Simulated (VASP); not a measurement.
# Y in VASP: further runs, part 2 of 2

VASP 6.6.1. Earlier steps stand in the parts before.

## (5) Single point, PBEsol (31.98 Å³/atom)

This run uses another cell than the first one, of 31.98 Å³/atom.

File INCAR:

```
ALGO = Fast ; EDIFF = 1E-6
ENCUT = 520 ; GGA = PS
ISIF = 2 ; ISMEAR = -1
LASPH = True ; LCHARG = False
LREAL = False ; LWAVE = False
NBANDS = 30 ; NELM = 100
PREC = Accurate ; SIGMA = 0.05
```

File KPOINTS:

```
k-points
0
Gamma
  8 8 3
```

File POSCAR:

```
Y
1.0
    3.5681856401      0.0000000000      0.0000000000
   -1.7840928201      3.0901394097      0.0000000000
    0.0000000000      0.0000000000     11.6023455607
Y
4
Direct
    0.6666666667      0.3333333333      0.7500000000
    0.0000000000      0.0000000000      0.5000000000
    0.3333333333      0.6666666667      0.2500000000
    0.0000000000      0.0000000000      0.0000000000
```

Potentials or basis: VASP PAW PBE potentials, release 64 (Y_sv).

The run is started by

```sh
cat potpaw_PBE.64/Y_sv/POTCAR > POTCAR
mpirun -np 1 vasp_std > vasp.out
```

OUTCAR:

```text
EDIFF = 1E-6
   ENCUT = 520
   GGA = PS
   ISIF = 2
   ISMEAR = -1
   LASPH = True
   LREAL = False
   NELM = 100
   PREC = Accurate

 ion  position               nearest neighbor table
   1  0.667  0.333  0.750-   2 3.56   4 3.56   2 3.56   4 3.56   2 3.56   4 3.56
   2  0.000  0.000  0.500-   1 3.56   3 3.56   3 3.56   1 3.56   1 3.56   3 3.56
   3  0.333  0.667  0.250-   2 3.56   4 3.56   2 3.56   4 3.56   2 3.56   4 3.56
   4  0.000  0.000  0.000-   1 3.56   3 3.56   3 3.56   1 3.56   1 3.56   3 3.56

  LATTYP: Found a hexagonal cell.
 ALAT       =     3.5681856401
 C/A-ratio  =     3.2516092858

  Lattice vectors:

 A1 = (   3.5681856401,   0.0000000000,   0.0000000000)
 A2 = (  -1.7840928201,   3.0901394097,   0.0000000000)
 A3 = (   0.0000000000,   0.0000000000,  11.6023455607)

Analysis of symmetry for initial positions (statically):
=====================================================================
 Subroutine PRICEL returns:
 Original cell was already a primitive cell.

 Routine SETGRP: Setting up the symmetry group for a
 hexagonal supercell.

 Subroutine GETGRP returns: Found 24 space group operations
 (whereof 12 operations were pure point group operations)
 out of a pool of 24 trial point group operations.

The static configuration has the point symmetry D_3d.
 The point group associated with its full space group is D_6h.

Analysis of symmetry for dynamics (positions and initial velocities):
=====================================================================
 Subroutine PRICEL returns:
 Original cell was already a primitive cell.

 Routine SETGRP: Setting up the symmetry group for a
 hexagonal supercell.

 Subroutine GETGRP returns: Found 24 space group operations
 (whereof 12 operations were pure point group operations)
 out of a pool of 24 trial point group operations.

The dynamic configuration has the point symmetry D_3d.
 The point group associated with its full space group is D_6h.

 Subroutine INISYM returns: Found 24 space group operations
 (whereof 12 operations are pure point group operations),
 and found     1 'primitive' translations

----------------------------------------------------------------------------------------

                                     Primitive cell

  volume of cell :     127.9297

  direct lattice vectors                    reciprocal lattice vectors
     3.568185640  0.000000000  0.000000000     0.280254477  0.161804998  0.000000000
    -1.784092820  3.090139410  0.000000000     0.000000000  0.323609995  0.000000000
     0.000000000  0.000000000 11.602345561     0.000000000  0.000000000  0.086189469

  length of vectors
     3.568185640  3.568185640 11.602345561     0.323609995  0.323609995  0.086189469

  position of ions in fractional coordinates (direct lattice)
     0.666666667  0.333333333  0.750000000
     0.000000000  0.000000000  0.500000000
     0.333333333  0.666666667  0.250000000
     0.000000000  0.000000000  0.000000000

  ion indices of the primitive-cell ions
   primitive index   ion index
                 1           1
                 2           2
                 3           3
                 4           4

----------------------------------------------------------------------------------------

 KPOINTS: k-points

Automatic generation of k-mesh.
 Grid dimensions read from file:
 generate k-points for:    8    8    3

 Generating k-lattice:

  Cartesian coordinates                     Fractional coordinates (reciprocal lattice)
     0.035031810  0.020225625  0.000000000     0.125000000  0.000000000  0.000000000
     0.000000000  0.040451249  0.000000000     0.000000000  0.125000000  0.000000000
     0.000000000  0.000000000  0.028729823     0.000000000  0.000000000  0.333333333

  Length of vectors
     0.040451249  0.040451249  0.028729823

  Shift w.r.t. Gamma in fractional coordinates (k-lattice)
     0.000000000  0.000000000  0.000000000

 Subroutine IBZKPT returns following result:
 ===========================================

 Found     20 irreducible k-points:

 Following reciprocal coordinates:
            Coordinates               Weight
  0.000000  0.000000  0.000000      1.000000
  0.125000 -0.000000  0.000000      6.000000
  0.250000 -0.000000  0.000000      6.000000
  0.375000 -0.000000  0.000000      6.000000
  0.500000 -0.000000  0.000000      3.000000
  0.125000  0.125000  0.000000      6.000000
[... 12 lines left out ...]
  0.250000  0.250000  0.333333     12.000000
  0.375000  0.250000  0.333333     12.000000
   k-points           NKPTS =     20   k-points in BZ     NKDIM =     20   number of bands    NBANDS=     30
   number of dos      NEDOS =    301   number of ions     NIONS =      4
   total plane-waves  NPLWV =  70560
   dimension x,y,z NGX =    28 NGY =   28 NGZ =   90
   dimension x,y,z NGXF=    56 NGYF=   56 NGZF=  180
   ions per type =               4
   NGX,Y,Z   is equivalent  to a cutoff of  13.05, 13.05, 12.90 a.u.
   NGXF,Y,Z  is equivalent  to a cutoff of  26.09, 26.09, 25.79 a.u.
 SYSTEM =  unknown system
   PREC   = accura    normal or accurate (medium, high low for compatibility)
   ISTART =      0    job   : 0-new  1-cont  2-samecut
   ICHARG =      2    charge: 1-file 2-atom 10-const
   ISPIN  =      1    spin polarized calculation?
   LNONCOLLINEAR =      F non collinear calculations
   LSORBIT =      F    spin-orbit coupling
   LASPH  =      T    aspherical Exc in radial PAW
   ENCUT  =  520.0 eV  38.22 Ry    6.18 a.u.   6.63  6.63 21.57*2*pi/ulx,y,z
   NELM   =    100;   NELMIN=  2; NELMDL= -5     # of ELM steps
   EDIFF  = 0.1E-05   stopping-criterion for ELM
   LREAL  =      F    real-space projection
   EDIFFG = 0.1E-04   stopping-criterion for IOM
   NSW    =      0    number of steps for IOM
   IBRION =     -1    ionic relax: 0-MD 1-quasi-New 2-CG
   NFREE  =      0    steps in history (QN), initial steepest desc. (CG)
   ISIF   =      2    stress and relaxation
   ISYM   =      2    0-nonsym 1-usesym 2-fastsym
   POTIM  = 0.5000    time-step for ionic-motion
   TEBEG  =    0.0;   TEEND  =   0.0 temperature during run
   PSTRESS=    0.0 pullay stress
   NELECT =      44.0000    total number of electrons
   NUPDOWN=      -1.0000    fix difference up-down
   EMIN   =  10.00;   EMAX   =-10.00  energy-range for DOS
   EFERMI =   0.00;   METHOD = LEGACY
   ISMEAR =    -1;   SIGMA  =   0.05  broadening in eV -4-tet -1-fermi 0-gaus
   EFERMI_NEDOS =   21; number of points for ismear=-14 and -15
   IALGO  =     68    algorithm
   IMIX   =      4    mixing-type and parameters
     AMIX     =   0.40;   BMIX     =  1.00
     AMIX_MAG =   1.60;   BMIX_MAG =  1.00
  volume/ion in A,a.u.               =      31.98       215.83
  Fermi-wavevector in a.u.,A,eV,Ry     =   1.147014  2.167542 17.900376  1.315641
  Thomas-Fermi vector in A             =   2.283696
   LORBIT       =      0    0 simple, 1 ext, 2 COOP (PROOUT), +10 PAW based schemes
   GGA     = PS    functional components
   LHFCALC =     F    Hartree Fock is set to
   AEXX    =    0.0000 exact exchange contribution
   IVDW    =     0    specifies the selected vdW correction
   LEPSILON=     F    determine dielectric tensor
   LRPA    =     F    only Hartree local field effects (RPA)
 non-spin polarized calculation
 RMM-DIIS sequential band-by-band and
  energy-cutoff  :      520.00
  volume of cell :      127.93
 maximum number of plane-waves:      3523
 NGX is ok and might be reduce to    28
   NGX = 13   NGY = 13   NGZ = 43

 number of electron      43.9999999 magnetization

 Free energy of the ion-electron system (eV)
  ---------------------------------------------------
  ext. energy  EPLUGINS =         0.00000000
  ---------------------------------------------------
  free energy    TOTEN  =       -27.27019418 eV

  energy without entropy =      -27.21556096  energy(sigma->0) =      -27.24287757

 E-fermi :   3.0468     XC(G=0):  -9.6365

 val. band max:        2.9873383209   @ k =   0.1250   0.1250   0.0000
 cond. band min:       3.0571462714   @ k =   0.2500   0.2500   0.3333
 fundamental gap:      0.0698079505
 Fermi energy:         3.0468378558

 k-point     1 :       0.0000    0.0000    0.0000
  band No.  band energies     occupation
      1     -39.4956      2.00000
      2     -39.4653      2.00000
      3     -39.4528      2.00000
      4     -39.4222      2.00000
      5     -19.8033      2.00000
      6     -19.5196      2.00000
[... 649 lines left out ...]
     29       5.3653      0.00000
     30       5.5348      0.00000

------------------------ aborting loop because EDIFF is reached ----------------------------------------

  FORCE on cell =-STRESS in cart. coord.  units (eV):
  Direction    XX          YY          ZZ          XY          YZ          ZX
  --------------------------------------------------------------------------------------
  -------------------------------------------------------------------------------------
  Total       -1.0956837     -1.0956837     -1.4977705      0.0000000      0.0000000     -0.0000000
  in kB      -13.7222232    -13.7222232    -18.7579144      0.0000000      0.0000000     -0.0000000
  external PRESSURE =     -15.4007869 kB  Pullay stress =       0.0000000 kB

 VOLUME and BASIS-vectors are now :
 -----------------------------------------------------------------------------
  energy-cutoff  :      520.00
  volume of cell :      127.93
      direct lattice vectors                 reciprocal lattice vectors
     3.568185640  0.000000000  0.000000000     0.280254477  0.161804998  0.000000000
    -1.784092820  3.090139410  0.000000000     0.000000000  0.323609995  0.000000000
     0.000000000  0.000000000 11.602345561     0.000000000  0.000000000  0.086189469

 POSITION                                       TOTAL-FORCE (eV/Angst)
 -----------------------------------------------------------------------------------
      1.78409      1.03005      8.70176        -0.000000     -0.000000     -0.000000
      0.00000      0.00000      5.80117         0.000000      0.000000      0.000000
     -0.00000      2.06009      2.90059         0.000000      0.000000     -0.000000
      0.00000      0.00000      0.00000         0.000000      0.000000      0.000000
 -----------------------------------------------------------------------------------
    total drift:                                0.000000     -0.000000      0.000000

  FREE ENERGIE OF THE ION-ELECTRON SYSTEM (eV)
  ---------------------------------------------------
  free  energy   TOTEN  =       -27.2701941784 eV

  energy  without entropy=      -27.2155609602  energy(sigma->0) =      -27.24287757
```

Wall time 86 s (1 thread of AMD EPYC 9R45 (Zen 5), shared host); peak memory 0.25 GiB.

What came out:

- Free energy: -27.2702 eV
- Pressure: -1.5 GPa
- Band gap on the k mesh: zero (bands 22 and 23 overlap by 1.06 eV)

Levels at points of the mesh, in eV from the Fermi level:
```
           k point  band 20  band 21  band 22  band 23  band 24  band 25
(0.00, 0.00, 0.00)    -2.00     0.73     0.75     0.80     1.65     1.65
(0.50, 0.00, 0.00)    -1.23    -0.54    -0.49    -0.31     0.44     0.75
```

Caveat: the PAW data sets were made with another functional, which shifts forces and pressure a little.

## (6) Single point, PBEsol (32.66 Å³/atom)

This run uses another cell than the first one, of 32.66 Å³/atom.

File INCAR:

```
SYSTEM = Y
PREC = Accurate
ENCUT = 520
EDIFF = 1E-6
ISMEAR = -1
SIGMA = 0.05
LREAL = .False.
LASPH = .True.
NELM = 80
ALGO = Normal
ISIF = 2
LWAVE = .False.
LCHARG = .True.
GGA = PS
LELF = .True.
LVHAR = .True.
NBANDS = 30
```

File KPOINTS:

```
Automatic mesh
0
Gamma
  8 8 3
  0 0 0
```

File POSCAR:

```
Y
1.0
    3.5933145359      0.0000000000      0.0000000000
   -1.7966572680      3.1119016719      0.0000000000
    0.0000000000      0.0000000000     11.6840549116
Y
4
Direct
    0.6666666667      0.3333333333      0.7500000000
    0.0000000000      0.0000000000      0.5000000000
    0.3333333333      0.6666666667      0.2500000000
    0.0000000000      0.0000000000      0.0000000000
```

Potentials or basis: VASP PAW PBE potentials, release 64 (Y_sv).

The run is started by

```sh
cat potpaw_PBE.64/Y_sv/POTCAR > POTCAR
mpirun -np 1 vasp_std > vasp.out
```

OUTCAR:

```text
SYSTEM = Y
   PREC = Accurate
   ENCUT = 520
   EDIFF = 1E-6
   ISMEAR = -1
   LREAL = .False.
   LASPH = .True.
   NELM = 80
   ISIF = 2
   GGA = PS

 ion  position               nearest neighbor table
   1  0.667  0.333  0.750-   2 3.58   4 3.58   2 3.58   4 3.58   2 3.58   4 3.58
   2  0.000  0.000  0.500-   1 3.58   3 3.58   1 3.58   3 3.58   1 3.58   3 3.58
   3  0.333  0.667  0.250-   2 3.58   4 3.58   2 3.58   4 3.58   2 3.58   4 3.58
   4  0.000  0.000  0.000-   1 3.58   3 3.58   1 3.58   3 3.58   1 3.58   3 3.58

  LATTYP: Found a hexagonal cell.
[... 855 lines left out ...]
  --------------------------------------------------------------------------------------
  -------------------------------------------------------------------------------------
  Total       -1.7235394     -1.7235394     -2.1432561      0.0000000      0.0000000      0.0000000
  in kB      -21.1357232    -21.1357232    -26.2826987      0.0000000      0.0000000      0.0000000
  external PRESSURE =     -22.8513817 kB  Pullay stress =       0.0000000 kB

 VOLUME and BASIS-vectors are now :
 -----------------------------------------------------------------------------
  energy-cutoff  :      520.00
  volume of cell :      130.65
      direct lattice vectors                 reciprocal lattice vectors
     3.593314536  0.000000000  0.000000000     0.278294591  0.160673457  0.000000000
    -1.796657268  3.111901672  0.000000000     0.000000000  0.321346914  0.000000000
     0.000000000  0.000000000 11.684054912     0.000000000  0.000000000  0.085586725

 POSITION                                       TOTAL-FORCE (eV/Angst)
 -----------------------------------------------------------------------------------
      1.79666      1.03730      8.76304         0.000000     -0.000000     -0.000000
      0.00000      0.00000      5.84203         0.000000      0.000000      0.000000
     -0.00000      2.07460      2.92101        -0.000000      0.000000      0.000000
      0.00000      0.00000      0.00000         0.000000      0.000000      0.000000
 -----------------------------------------------------------------------------------
    total drift:                                0.000000     -0.000000      0.000000

  FREE ENERGIE OF THE ION-ELECTRON SYSTEM (eV)
  ---------------------------------------------------
  free  energy   TOTEN  =       -27.2376923007 eV

  energy  without entropy=      -27.1810266643  energy(sigma->0) =      -27.20935948
```

stdout:

```text
POSCAR found type information on POSCAR Y
 POSCAR found :  1 types and       4 ions
 scaLAPACK will be used
 -----------------------------------------------------------------------------
|                                                                             |
|                                                                             |
|     You enforced a specific xc type in the INCAR file but a different       |
|     I HOPE YOU KNOW WHAT YOU ARE DOING!                                     |
|                                                                             |
 -----------------------------------------------------------------------------

 LDA part: xc-table for (Slater+PW92), standard interpolation
 POSCAR, INCAR and KPOINTS ok, starting setup
 FFT: planning ... GRIDC
 FFT: planning ... GRID_SOFT
 FFT: planning ... GRID
 WAVECAR not read
 entering main loop
```

Run time: 56 s. Hardware: 1 thread of AMD EPYC 9R45 (Zen 5), shared host; peak memory 0.25 GiB.

Results:

| Item | Value |
| --- | --- |
| Free energy | -27.2377 eV |
| Pressure | -2.3 GPa |
| Band gap on the k mesh | zero (bands 22 and 23 overlap by 1.05 eV) |

Caveat: the PAW data sets were made with another functional, which shifts forces and pressure a little.

## (7) Summary

```csv
level,cell,k mesh,gap on the mesh (eV),pressure (GPa),largest force (eV/Å)
PBEsol,"a = 3.643, b = 3.674, c = 11.844 Å, angles 90.0, 90.0, 120.9°, 4 atoms, atomic positions A",7 × 7 × 2,none,-3.6,0.02
PBE,"a = 3.643, b = 3.643, c = 11.844 Å, angles 90.0, 90.0, 120.0°, 4 atoms, atomic positions B",8 × 8 × 3,none,-1.8,0.11
PBEsol,"a = 3.643, b = 3.643, c = 11.844 Å, angles 90.0, 90.0, 120.0°, 4 atoms, atomic positions B",8 × 8 × 3,none,-3.6,0.10
PBEsol,"a = 3.568, b = 3.568, c = 11.602 Å, angles 90.0, 90.0, 120.0°, 4 atoms, atomic positions A",8 × 8 × 3,none,-1.5,-
PBEsol,"a = 3.593, b = 3.593, c = 11.684 Å, angles 90.0, 90.0, 120.0°, 4 atoms, atomic positions A",8 × 8 × 3,none,-2.3,-
```

Alike in all rows: task single point; potentials or basis VASP PAW PBE potentials, release 64 (Y_sv); no spin polarisation; cutoff (eV) 520; smearing fermi-dirac 0.05 eV.

Caveats: the PAW data sets were made with another functional, which shifts forces and pressure a little (at least some runs); the cell stands under tension (at least some runs).

Absolute energies hang on the potentials; compare differences alone.
